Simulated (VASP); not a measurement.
# Mg (P6/mmm) in VASP: a series of runs

Aim: see how the results for Mg move with the level of theory and the settings. Levels: LDA, PBEsol, r2SCAN, HSE06. Tasks: single point.

All numbers are computed with VASP 6.6.1; they aren't measurements. Logs are shortened: lines on timing, memory, paths and dates and some standing lists are left out, and cuts for length are marked.

**1. The cell of the first run**

It takes space group P6/mmm (No. 191, hexagonal). The conventional cell has a = 3.050 Å, b = 3.050 Å, c = 3.045 Å, α = 90.00°, β = 90.00°, γ = 120.00°. Within 4.0 Å of Mg (site symmetry 6/mmm) lie 8 Mg at 3.04 to 3.05 Å.

This isn't the form of Mg at room conditions, which is hcp.

**2. Single point, LDA**

The input, INCAR:

```
SYSTEM = Mg
  ALGO = Normal
  EDIFF = 1E-6
  ENCUT = 520
  ISIF = 2
  ISMEAR = -1
  LASPH = .TRUE.
  LCHARG = .FALSE.
  LREAL = .FALSE.
  LWAVE = .FALSE.
  NBANDS = 7
  NELM = 100
  PREC = Accurate
  SIGMA = 0.05
```

The input, KPOINTS:

```
k-points
0
G
  6 6 5
  0 0 0
```

The input, POSCAR:

```
Mg
1.0
    3.0502998005      0.0000000000      0.0000000000
   -1.5251499003      2.6416371164      0.0000000000
    0.0000000000      0.0000000000      3.0448375700
Mg
1
Direct
    0.0000000000      0.0000000000      0.0000000000
```

Potentials or basis: VASP PAW LDA potentials, release 64 (Mg).

Launch:

```bash
$ cat potpaw_LDA.64/Mg/POTCAR > POTCAR
$ mpirun -np 1 vasp_std > vasp.out
```

OUTCAR:

```text
SYSTEM = Mg
   EDIFF = 1E-6
   ENCUT = 520
   ISIF = 2
   ISMEAR = -1
   LASPH = .TRUE.
   LREAL = .FALSE.
   NELM = 100
   PREC = Accurate

 ion  position               nearest neighbor table
   1  0.000  0.000  0.000-

  LATTYP: Found a hexagonal cell.
 ALAT       =     3.0502998005
 C/A-ratio  =     0.9982092808

  Lattice vectors:

 A1 = (   3.0502998005,   0.0000000000,   0.0000000000)
 A2 = (  -1.5251499003,   2.6416371164,   0.0000000000)
 A3 = (   0.0000000000,   0.0000000000,   3.0448375700)

Analysis of symmetry for initial positions (statically):
=====================================================================
 Subroutine PRICEL returns:
 Original cell was already a primitive cell.

 Routine SETGRP: Setting up the symmetry group for a
 hexagonal supercell.

 Subroutine GETGRP returns: Found 24 space group operations
 (whereof 24 operations were pure point group operations)
 out of a pool of 24 trial point group operations.

The static configuration has the point symmetry D_6h.

Analysis of symmetry for dynamics (positions and initial velocities):
=====================================================================
 Subroutine PRICEL returns:
 Original cell was already a primitive cell.

 Routine SETGRP: Setting up the symmetry group for a
 hexagonal supercell.

 Subroutine GETGRP returns: Found 24 space group operations
 (whereof 24 operations were pure point group operations)
 out of a pool of 24 trial point group operations.

The dynamic configuration has the point symmetry D_6h.

 Subroutine INISYM returns: Found 24 space group operations
 (whereof 24 operations are pure point group operations),
 and found     1 'primitive' translations

----------------------------------------------------------------------------------------

                                     Primitive cell

  volume of cell :      24.5346

  direct lattice vectors                    reciprocal lattice vectors
     3.050299800  0.000000000  0.000000000     0.327836628  0.189276565  0.000000000
    -1.525149900  2.641637116  0.000000000     0.000000000  0.378553130  0.000000000
     0.000000000  0.000000000  3.044837570     0.000000000  0.000000000  0.328424744

  length of vectors
     3.050299800  3.050299801  3.044837570     0.378553130  0.378553130  0.328424744

[... 71 lines left out ...]
   LASPH  =      T    aspherical Exc in radial PAW
   ENCUT  =  520.0 eV  38.22 Ry    6.18 a.u.   5.67  5.67  5.66*2*pi/ulx,y,z
   NELM   =    100;   NELMIN=  2; NELMDL= -5     # of ELM steps
   EDIFF  = 0.1E-05   stopping-criterion for ELM
   LREAL  =      F    real-space projection
   EDIFFG = 0.1E-04   stopping-criterion for IOM
   NSW    =      0    number of steps for IOM
   IBRION =     -1    ionic relax: 0-MD 1-quasi-New 2-CG
   NFREE  =      0    steps in history (QN), initial steepest desc. (CG)
   ISIF   =      2    stress and relaxation
   ISYM   =      2    0-nonsym 1-usesym 2-fastsym
   POTIM  = 0.5000    time-step for ionic-motion
   TEBEG  =    0.0;   TEEND  =   0.0 temperature during run
   PSTRESS=    0.0 pullay stress
   NELECT =       2.0000    total number of electrons
   NUPDOWN=      -1.0000    fix difference up-down
   EMIN   =  10.00;   EMAX   =-10.00  energy-range for DOS
   EFERMI =   0.00;   METHOD = LEGACY
   ISMEAR =    -1;   SIGMA  =   0.05  broadening in eV -4-tet -1-fermi 0-gaus
   EFERMI_NEDOS =   21; number of points for ismear=-14 and -15
   IALGO  =     38    algorithm
   IMIX   =      4    mixing-type and parameters
     AMIX     =   0.40;   BMIX     =  1.00
     AMIX_MAG =   1.60;   BMIX_MAG =  1.00
  volume/ion in A,a.u.               =      24.53       165.57
  Fermi-wavevector in a.u.,A,eV,Ry     =   0.709836  1.341396  6.855535  0.503868
  Thomas-Fermi vector in A             =   1.796524
   LORBIT       =      0    0 simple, 1 ext, 2 COOP (PROOUT), +10 PAW based schemes
   GGA     = CA    functional components
   LHFCALC =     F    Hartree Fock is set to
   AEXX    =    0.0000 exact exchange contribution
   IVDW    =     0    specifies the selected vdW correction
   LEPSILON=     F    determine dielectric tensor
   LRPA    =     F    only Hartree local field effects (RPA)
 non-spin polarized calculation
  energy-cutoff  :      520.00
  volume of cell :       24.53
 maximum number of plane-waves:       672
 NGX is ok and might be reduce to    24
   NGX = 11   NGY = 11   NGZ = 11

 number of electron       2.0000000 magnetization

 Free energy of the ion-electron system (eV)
  ---------------------------------------------------
  ext. energy  EPLUGINS =         0.00000000
  ---------------------------------------------------
  free energy    TOTEN  =        -1.55107210 eV

  energy without entropy =       -1.54250086  energy(sigma->0) =       -1.54678648

 E-fermi :   2.0379     XC(G=0):  -8.4400

 val. band max:        1.9945743953   @ k =   0.3333   0.1667   0.4000
 cond. band min:       2.2046099738   @ k =   0.3333   0.3333   0.0000
 fundamental gap:      0.2100355786
 Fermi energy:         2.0379291634

 k-point     1 :       0.0000    0.0000    0.0000
  band No.  band energies     occupation
      1      -4.5285      2.00000
      2      10.0946      0.00000
      3      10.7666      0.00000
      4      14.6280      0.00000
      5      14.6280      0.00000
      6      15.5729      0.00000
      7      15.5729      0.00000
[... 191 lines left out ...]
 k-point    21 :       0.3333    0.3333    0.4000
  band No.  band energies     occupation
      1       4.4350      0.00000
      2       4.4350      0.00000
      3       5.1866      0.00000
      4       7.9889      0.00000
      5       7.9889      0.00000
      6       9.2232      0.00000
      7      23.5884      0.00000

------------------------ aborting loop because EDIFF is reached ----------------------------------------

  FORCE on cell =-STRESS in cart. coord.  units (eV):
  Direction    XX          YY          ZZ          XY          YZ          ZX
  --------------------------------------------------------------------------------------
  -------------------------------------------------------------------------------------
  Total       -0.3011068     -0.3011068      0.3770142      0.0000000     -0.0000000     -0.0000000
  in kB      -19.6630694    -19.6630694     24.6200222      0.0000000     -0.0000000     -0.0000000
  external PRESSURE =      -4.9020389 kB  Pullay stress =       0.0000000 kB

 VOLUME and BASIS-vectors are now :
 -----------------------------------------------------------------------------
  energy-cutoff  :      520.00
  volume of cell :       24.53
      direct lattice vectors                 reciprocal lattice vectors
     3.050299800  0.000000000  0.000000000     0.327836628  0.189276565  0.000000000
    -1.525149900  2.641637116  0.000000000     0.000000000  0.378553130  0.000000000
     0.000000000  0.000000000  3.044837570     0.000000000  0.000000000  0.328424744

 POSITION                                       TOTAL-FORCE (eV/Angst)
 -----------------------------------------------------------------------------------
      0.00000      0.00000      0.00000         0.000000      0.000000      0.000000
 -----------------------------------------------------------------------------------
    total drift:                               -0.000000      0.000000     -0.000000

  FREE ENERGIE OF THE ION-ELECTRON SYSTEM (eV)
  ---------------------------------------------------
  free  energy   TOTEN  =        -1.5510721025 eV

  energy  without entropy=       -1.5425008644  energy(sigma->0) =       -1.54678648
```

It took 2.8 s on 1 thread of AMD EPYC 7R13, shared host; peak memory 0.09 GiB.

Results:

```
Free energy            : -1.5511 eV
Pressure               : -0.5 GPa
Band gap on the k mesh : zero (bands 1 and 2 overlap by 3.53 eV)
```

Caveat: the k points lie up to 0.41 Å⁻¹ apart, too coarse for converged energies and pressures of a metal.

**3. Single point, PBEsol**

The input, INCAR:

```
SYSTEM = Mg
ALGO = Fast
EDIFF = 1E-6
ENCUT = 520
GGA = PS
ISIF = 2
ISMEAR = -1
LASPH = .True.
LCHARG = .True.
LELF = .True.
LREAL = .False.
LVHAR = .True.
LWAVE = .False.
NBANDS = 7
NELM = 100
PREC = Accurate
SIGMA = 0.05
```

The input, KPOINTS:

```
k-points
0
Gamma
  6 6 5
  0 0 0
```

POSCAR is that of step 2.

Potentials or basis: VASP PAW PBE potentials, release 64 (Mg).

Launch:

```bash
$ cat potpaw_PBE.64/Mg/POTCAR > POTCAR
$ mpirun -np 1 vasp_std > vasp.out
```

OUTCAR:

```text
SYSTEM = Mg
   EDIFF = 1E-6
   ENCUT = 520
   GGA = PS
   ISIF = 2
   ISMEAR = -1
   LASPH = .True.
   LREAL = .False.
   NELM = 100
   PREC = Accurate

 ion  position               nearest neighbor table
   1  0.000  0.000  0.000-

  LATTYP: Found a hexagonal cell.
 ALAT       =     3.0502998005
 C/A-ratio  =     0.9982092808

  Lattice vectors:

 A1 = (   3.0502998005,   0.0000000000,   0.0000000000)
 A2 = (  -1.5251499003,   2.6416371164,   0.0000000000)
 A3 = (   0.0000000000,   0.0000000000,   3.0448375700)

Analysis of symmetry for initial positions (statically):
=====================================================================
 Subroutine PRICEL returns:
 Original cell was already a primitive cell.

 Routine SETGRP: Setting up the symmetry group for a
 hexagonal supercell.

 Subroutine GETGRP returns: Found 24 space group operations
 (whereof 24 operations were pure point group operations)
 out of a pool of 24 trial point group operations.

The static configuration has the point symmetry D_6h.

Analysis of symmetry for dynamics (positions and initial velocities):
=====================================================================
 Subroutine PRICEL returns:
 Original cell was already a primitive cell.

 Routine SETGRP: Setting up the symmetry group for a
 hexagonal supercell.

 Subroutine GETGRP returns: Found 24 space group operations
 (whereof 24 operations were pure point group operations)
 out of a pool of 24 trial point group operations.

The dynamic configuration has the point symmetry D_6h.

 Subroutine INISYM returns: Found 24 space group operations
 (whereof 24 operations are pure point group operations),
 and found     1 'primitive' translations

----------------------------------------------------------------------------------------

[... 104 lines left out ...]
   IMIX   =      4    mixing-type and parameters
     AMIX     =   0.40;   BMIX     =  1.00
     AMIX_MAG =   1.60;   BMIX_MAG =  1.00
  volume/ion in A,a.u.               =      24.53       165.57
  Fermi-wavevector in a.u.,A,eV,Ry     =   0.709836  1.341396  6.855535  0.503868
  Thomas-Fermi vector in A             =   1.796524
   LORBIT       =      0    0 simple, 1 ext, 2 COOP (PROOUT), +10 PAW based schemes
   GGA     = PS    functional components
   LHFCALC =     F    Hartree Fock is set to
   AEXX    =    0.0000 exact exchange contribution
   IVDW    =     0    specifies the selected vdW correction
   LEPSILON=     F    determine dielectric tensor
   LRPA    =     F    only Hartree local field effects (RPA)
 non-spin polarized calculation
 RMM-DIIS sequential band-by-band and
  energy-cutoff  :      520.00
  volume of cell :       24.53
 maximum number of plane-waves:       672
 NGX is ok and might be reduce to    24
   NGX = 11   NGY = 11   NGZ = 11

 number of electron       2.0000000 magnetization

 Free energy of the ion-electron system (eV)
  ---------------------------------------------------
  ext. energy  EPLUGINS =         0.00000000
  ---------------------------------------------------
  free energy    TOTEN  =        -1.46510368 eV

  energy without entropy =       -1.45624806  energy(sigma->0) =       -1.46067587

 E-fermi :   2.1620     XC(G=0):  -8.3092

 val. band max:        2.1201518920   @ k =   0.3333   0.1667   0.4000
 cond. band min:       2.2906431273   @ k =   0.3333   0.3333   0.0000
 fundamental gap:      0.1704912352
 Fermi energy:         2.1619827801

 k-point     1 :       0.0000    0.0000    0.0000
  band No.  band energies     occupation
      1      -4.4185      2.00000
      2      10.2202      0.00000
      3      10.9592      0.00000
      4      14.7720      0.00000
      5      14.7720      0.00000
      6      15.8729      0.00000
      7      15.8729      0.00000
[... 191 lines left out ...]
 k-point    21 :       0.3333    0.3333    0.4000
  band No.  band energies     occupation
      1       4.5477      0.00000
      2       4.5477      0.00000
      3       5.3853      0.00000
      4       8.0467      0.00000
      5       8.0467      0.00000
      6       9.5524      0.00000
      7      23.9329      0.00000

------------------------ aborting loop because EDIFF is reached ----------------------------------------

  FORCE on cell =-STRESS in cart. coord.  units (eV):
  Direction    XX          YY          ZZ          XY          YZ          ZX
  --------------------------------------------------------------------------------------
  -------------------------------------------------------------------------------------
  Total       -0.0461219     -0.0461219      0.5152730      0.0000000      0.0000000      0.0000000
  in kB       -3.0118800     -3.0118800     33.6486902      0.0000000      0.0000000      0.0000000
  external PRESSURE =       9.2083101 kB  Pullay stress =       0.0000000 kB

 VOLUME and BASIS-vectors are now :
 -----------------------------------------------------------------------------
  energy-cutoff  :      520.00
  volume of cell :       24.53
      direct lattice vectors                 reciprocal lattice vectors
     3.050299800  0.000000000  0.000000000     0.327836628  0.189276565  0.000000000
    -1.525149900  2.641637116  0.000000000     0.000000000  0.378553130  0.000000000
     0.000000000  0.000000000  3.044837570     0.000000000  0.000000000  0.328424744

 POSITION                                       TOTAL-FORCE (eV/Angst)
 -----------------------------------------------------------------------------------
      0.00000      0.00000      0.00000        -0.000000      0.000000      0.000000
 -----------------------------------------------------------------------------------
    total drift:                                0.000000      0.000000     -0.000000

  FREE ENERGIE OF THE ION-ELECTRON SYSTEM (eV)
  ---------------------------------------------------
  free  energy   TOTEN  =        -1.4651036769 eV

  energy  without entropy=       -1.4562480644  energy(sigma->0) =       -1.46067587
```

OSZICAR:

```text
N       E                     dE             d eps       ncg     rms          rms(c)
DAV:   1    -0.758675792585E+00   -0.75868E+00   -0.82920E+02   301   0.195E+02
DAV:   2    -0.147463590316E+01   -0.71596E+00   -0.67623E+00   413   0.113E+01
DAV:   3    -0.147698541901E+01   -0.23495E-02   -0.23492E-02   406   0.735E-01
DAV:   4    -0.147698614564E+01   -0.72663E-06   -0.72666E-06   434   0.128E-02
DAV:   5    -0.147698614790E+01   -0.22635E-08   -0.19594E-08   413   0.518E-04    0.610E-01
RMM:   6    -0.147047999999E+01    0.65061E-02   -0.36703E-04   295   0.100E-01    0.388E-01
RMM:   7    -0.146509366797E+01    0.53863E-02   -0.15254E-03   313   0.197E-01    0.199E-02
RMM:   8    -0.146510336386E+01   -0.96959E-05   -0.52079E-05   318   0.391E-02    0.534E-03
RMM:   9    -0.146510367692E+01   -0.31306E-06   -0.44605E-06   325   0.121E-02
   1 F= -.14651037E+01 E0= -.14606759E+01  d E =-.885561E-02
```

Run time: 4 s. Hardware: 1 thread of AMD EPYC 7R13, shared host; peak memory 0.1 GiB.

Results:

```
Free energy            : -1.4651 eV
Pressure               : 0.9 GPa
Band gap on the k mesh : zero (bands 1 and 2 overlap by 3.48 eV)
```

Stress tensor (GPa, compression positive):
```
-0.30  0.00  0.00
 0.00 -0.30  0.00
 0.00  0.00  3.36
```

Levels at points of the mesh, in eV from the Fermi level:
```tsv
k point	band 1	band 2	band 3	band 4
(0.00, 0.00, 0.00)	-6.58	8.06	8.80	12.61
(0.50, 0.00, 0.00)	-1.52	-1.09	8.30	8.67
```

Caveat: the k points lie up to 0.41 Å⁻¹ apart, too coarse for converged energies and pressures of a metal; the PAW data sets were made with another functional, which shifts forces and pressure a little.

**4. Single point, r2SCAN**

POSCAR is that of step 3.

The input, INCAR.step1:

```
SYSTEM = Mg
PREC     = Accurate       ! precision mode
ENCUT    = 520            ! plane-wave cutoff, eV
ISMEAR   = -1             ! smearing method
SIGMA    = 0.05           ! smearing width, eV
LREAL    = .FALSE.        ! projectors in reciprocal space
LASPH    = .TRUE.         ! aspherical terms in the spheres
NELM     = 80             ! most SCF steps
NBANDS   = 7              ! bands
GGA      = PE             ! functional
ALGO     = Normal         ! electronic algorithm
EDIFF    = 1E-4           ! SCF threshold, eV
LWAVE    = .TRUE.         ! write WAVECAR
LCHARG   = .FALSE.        ! write CHGCAR
```

The input, INCAR.step2:

```
SYSTEM = Mg
PREC     = Accurate       ! precision mode
ENCUT    = 520            ! plane-wave cutoff, eV
EDIFF    = 1E-6           ! SCF threshold, eV
ISMEAR   = -1             ! smearing method
SIGMA    = 0.05           ! smearing width, eV
LREAL    = .FALSE.        ! projectors in reciprocal space
LASPH    = .TRUE.         ! aspherical terms in the spheres
NELM     = 80             ! most SCF steps
ALGO     = Normal         ! electronic algorithm
ISIF     = 2              ! what is computed and relaxed
LWAVE    = .FALSE.        ! write WAVECAR
LCHARG   = .FALSE.        ! write CHGCAR
METAGGA  = R2SCAN         ! meta-GGA
LMIXTAU  = .TRUE.       
NBANDS   = 7              ! bands
ISTART   = 1
```

The input, KPOINTS:

```
Automatic mesh
0
G
  6 6 5
  0 0 0
```

Launch:

```bash
$ cat potpaw_PBE.64/Mg/POTCAR > POTCAR
$ cp INCAR.step1 INCAR
$ mpirun -np 1 vasp_std > vasp.out
$ cp INCAR.step2 INCAR
$ mpirun -np 1 vasp_std > vasp.out
```

It took 16 s on 1 thread of AMD EPYC 7R13, shared host; peak memory 0.11 GiB.

It converged, with:

- Free energy: -3.8434 eV
- Pressure: 0.8 GPa
- Band gap on the k mesh: zero (bands 1 and 2 overlap by 3.56 eV)

Stress tensor (GPa, compression positive):
```
-0.23  0.00  0.00
 0.00 -0.23  0.00
 0.00  0.00  2.78
```

Levels at points of the mesh, in eV from the Fermi level:
| k point | band 1 | band 2 | band 3 | band 4 | band 5 | band 6 |
| --- | --- | --- | --- | --- | --- | --- |
| (0.00, 0.00, 0.00) | -7.05 | 8.63 | 9.54 | 13.51 | 13.51 | 14.88 |
| (0.50, 0.00, 0.00) | -1.73 | -1.03 | 8.94 | 9.36 | 13.93 | 14.99 |

Caveat: the k points lie up to 0.41 Å⁻¹ apart, too coarse for converged energies and pressures of a metal; the PAW data sets were made with another functional, which shifts forces and pressure a little.

**5. Single point, HSE06**

POSCAR is that of step 4.

The input, INCAR.step1:

```
SYSTEM = Mg
PREC = Accurate
ENCUT = 520
EDIFF = 1E-5
ISMEAR = -1
SIGMA = 0.05
LREAL = .FALSE.
LASPH = .TRUE.
NELM = 60
ALGO = Normal
ISIF = 2
LWAVE = .TRUE.
LCHARG = .FALSE.
GGA = PE
NBANDS = 7
```

The input, INCAR.step2:

```
SYSTEM = Mg
PREC = Accurate
ENCUT = 520
EDIFF = 1E-6
ISMEAR = -1
SIGMA = 0.05
LREAL = .FALSE.
LASPH = .TRUE.
NELM = 60
ALGO = Normal
ISIF = 2
LWAVE = .FALSE.
LCHARG = .FALSE.
GGA = PE
LHFCALC = .TRUE.
HFSCREEN = 0.2079
PRECFOCK = Normal
ISTART = 1
NBANDS = 7
```

KPOINTS is that of step 4.

Launch:

```bash
$ cat potpaw_PBE.64/Mg/POTCAR > POTCAR
$ cp INCAR.step1 INCAR
$ mpirun -np 1 vasp_std > vasp.out
$ cp INCAR.step2 INCAR
$ mpirun -np 1 vasp_std > vasp.out
```

Run time: 1.8 min. Hardware: 1 thread of AMD EPYC 7R13, shared host; peak memory 0.21 GiB.

It converged, with:

```yaml
Free_energy: -1.2574 eV
Pressure: 1.5 GPa
Band_gap_on_the_k_mesh: zero (bands 1 and 2 overlap by 4.78 eV)
```

Stress tensor (GPa, compression positive):
```
0.11 0.00 0.00
0.00 0.11 0.00
0.00 0.00 4.28
```

Levels at points of the mesh, in eV from the Fermi level:
```tsv
k point	band 1	band 2	band 3	band 4	band 5
(0.00, 0.00, 0.00)	-7.64	8.75	9.50	13.46	13.46
(0.50, 0.00, 0.00)	-1.75	-1.19	9.03	9.41	13.77
```

Caveat: the k points lie up to 0.41 Å⁻¹ apart, too coarse for converged energies and pressures of a metal; the PAW data sets were made with another functional, which shifts forces and pressure a little.

**6. The runs side by side**

```csv
level,potentials or basis,grid for exact exchange (PRECFOCK),share of exact exchange,screening parameter,gap on the mesh (eV),pressure (GPa)
LDA,"VASP PAW LDA potentials, release 64 (Mg)",-,-,-,none,-0.5
PBEsol,"VASP PAW PBE potentials, release 64 (Mg)",-,-,-,none,0.9
r2SCAN,"VASP PAW PBE potentials, release 64 (Mg)",-,-,-,none,0.8
HSE06,"VASP PAW PBE potentials, release 64 (Mg)",Normal,0.25,0.2079 1/Å,none,1.5
```

Alike in all rows: task single point; no spin polarisation; cell as given; k mesh 6 × 6 × 5; cutoff (eV) 520; smearing fermi-dirac 0.05 eV.

Caveats: all runs use coarse meshes; the PAW data sets were made with another functional, which shifts forces and pressure a little (at least some runs).

Absolute energies hang on the potentials; compare differences alone.
